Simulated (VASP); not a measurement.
Here is a VASP 6.6.1 calculation.

INCAR

```
  PREC = Accurate
  ENCUT = 450
  EDIFF = 1E-6
  ISMEAR = 0
  SIGMA = 0.1
  LREAL = F
  LASPH = T
  NELM = 300
  ALGO = Normal
  ISIF = 2
  LWAVE = F
  LCHARG = F
  LDIPOL = T
  IDIPOL = 3
  DIPOL = 0.5 0.5 0.495
  GGA = PS
  NBANDS = 32
  GGA_COMPAT = F
  NELMDL = -8
  AMIX = 0.1
  BMIX = 1E-4
  AMIX_MAG = 0.4
  BMIX_MAG = 1E-4
  KPAR = 4
```

KPOINTS

```
regular mesh
0
Gamma
  10 7 1
```

The input POSCAR:

```
Ti
1.0
    2.8676282151      0.0000000000      0.0000000000
    0.0000000000      4.0554387137      0.0000000000
    0.0000000000      0.0000000000     18.3014423227
Ti
4
Direct
    0.5000000000      0.5000000000      0.3824835156
    0.0000000000      0.0000000000      0.4608278385
    0.5000000000      0.5000000000      0.5318116143
    0.0000000000      0.0000000000      0.6068057274
```

Potentials or basis: VASP PAW PBE potentials, release 64 (Ti_sv).

Run with:

```console
$ cat potpaw_PBE.64/Ti_sv/POTCAR > POTCAR
$ mpirun -np 4 vasp_std > vasp.out
```

Question: What does it give for the largest force?

Answer: 0.342 eV/Å.

Question: Estimate the band gap on the k mesh.

Answer: Zero (bands 24 and 25 overlap by 0.44 eV).

Forces in eV/Å, atoms in the order of the input:
```
Ti   0.000  0.000  0.342
Ti   0.000  0.000 -0.334
Ti   0.000  0.000  0.011
Ti   0.000  0.000 -0.018
```

Caveat: the PAW data sets were made with another functional, which shifts forces and pressure a little.
